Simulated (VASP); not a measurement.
**NaTi3C2: single point with PBE**

Crystal: NaTi3C2.

```
Na Ti C
1.0
     2.47017    0.00000    0.00000
     0.00000    4.79121    0.00000
     0.00000    0.00000    6.57385
Na Ti C
1 3 2
Direct
  0.00000 0.00000 0.00000
  0.50000 0.75384 0.68389
  0.50000 0.24616 0.68389
  0.50000 0.50000 0.00000
  0.50000 0.75384 0.31611
  0.50000 0.24616 0.31611
```

The cell was built from a structure type or drawn by symmetry, and may not be a known phase.

- Program: VASP 6.6.1
- Task: single point
- Functional: PBE
- Potentials or basis: VASP PAW PBE potentials, release 64 (Na_pv, Ti_sv, C)
- Cutoff: 520 eV
- k mesh: 8 × 4 × 4
- Occupations: gaussian, width 0.1 eV
- Spin: no spin polarisation

The pressure is 14.1 GPa. The largest force is 5.023 eV/Å and the band gap on the k mesh is zero (an odd number of electrons rules out a gap without spin polarisation).

Forces in eV/Å, atoms in the order of the input:
```
Na   0.000  0.000  3.668
Ti   0.000 -0.656 -4.741
Ti   0.000  0.656 -4.741
Ti   0.000  0.000  5.023
C    0.000 -0.642  0.395
C    0.000  0.642  0.395
```

Stress tensor (GPa, compression positive):
```
21.20  0.00  0.00
 0.00 26.52  0.00
 0.00  0.00 -5.37
```

Levels at points of the mesh, in eV from the Fermi level:
```csv
k point,band 22,band 23,band 24,band 25,band 26,band 27,band 28,band 29,band 30,band 31
"(0.00, 0.00, 0.00)",-1.97,-1.62,-1.16,-0.74,-0.51,0.78,2.25,2.28,2.91,3.20
"(0.50, 0.00, 0.00)",-1.65,-1.17,-1.14,-1.04,-0.41,-0.40,0.39,0.60,1.84,2.76
"(0.00, 0.50, 0.00)",-1.02,-1.02,-0.53,-0.45,-0.12,0.44,0.52,1.34,1.63,2.83
"(0.50, 0.50, 0.00)",-1.24,-1.23,-0.42,-0.22,0.51,0.91,1.05,1.23,1.54,1.58
"(0.00, 0.00, 0.50)",-1.36,-1.31,-1.16,-0.64,-0.39,-0.12,1.49,2.27,3.11,3.17
"(0.50, 0.00, 0.50)",-2.04,-1.83,-0.87,-0.34,0.15,0.43,1.16,1.23,1.56,1.79
"(0.00, 0.50, 0.50)",-1.15,-1.05,-0.80,0.05,0.06,0.29,0.34,1.06,2.14,2.93
"(0.50, 0.50, 0.50)",-1.03,-0.82,-0.65,-0.44,0.32,0.40,0.56,1.22,1.77,1.97
```

It took 2.6 min on 1 thread of Intel(R) Xeon(R) Platinum 8259CL CPU @ 2.50GHz (Skylake/Cascade Lake), on a shared host, peak memory 0.24 GiB.

Caveat: the cell stands under pressure; forces of over 1 eV/Å act on the atoms, so gaps and moduli don't describe the material at rest.
